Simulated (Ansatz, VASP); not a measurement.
# Zr12B in VASP and in Ansatz

```xyz
13
Lattice="6.4600 0.0000 0.0000 -4.8450 8.3918 0.0000 0.0000 0.0000 5.1454" Properties=species:S:1:pos:R:3 pbc="T T T"
Zr    0.0113    0.0504   -0.0306
Zr   -0.0056    1.8806    2.5436
Zr   -1.6026    2.7610    0.0020
Zr   -1.6213    4.6062    2.5367
Zr   -3.2412    5.5804    0.0715
Zr   -3.2530    7.4917    2.5190
Zr    3.2368    0.0629    0.0361
Zr    3.2185    1.9077    2.5710
Zr    1.6208    2.7875    0.0286
Zr    1.6039    4.6176    2.6026
Zr    0.0240    5.5680    0.0526
Zr    0.0123    7.4797    2.5001
B    -1.6143    6.5308    3.8588
```

Alike in both runs: functional PBE; k mesh 3 × 2 × 3; occupations gaussian, width 0.1 eV; no spin polarisation.

Ansatz relaxed the structure, and its values are those at the end. VASP's run is a single point on that final structure, the one shown.

|  | VASP | Ansatz |
| --- | --- | --- |
| version | VASP 6.6.1 | Ansatz 0.2.0 |
| potentials or method | VASP PAW PBE potentials, release 64 (Zr_sv, B), cutoff 520 eV | scalar-relativistic, plane waves, PAW |
| valence electrons in the cell | 147 | 147 |

|  | VASP | Ansatz | Ansatz less VASP |
| --- | --- | --- | --- |
| rms of the force components (eV/Å) | 0.005 | 0.005 | +0.0003 |

The k mesh is coarse, so the values compare programs but aren't converged.
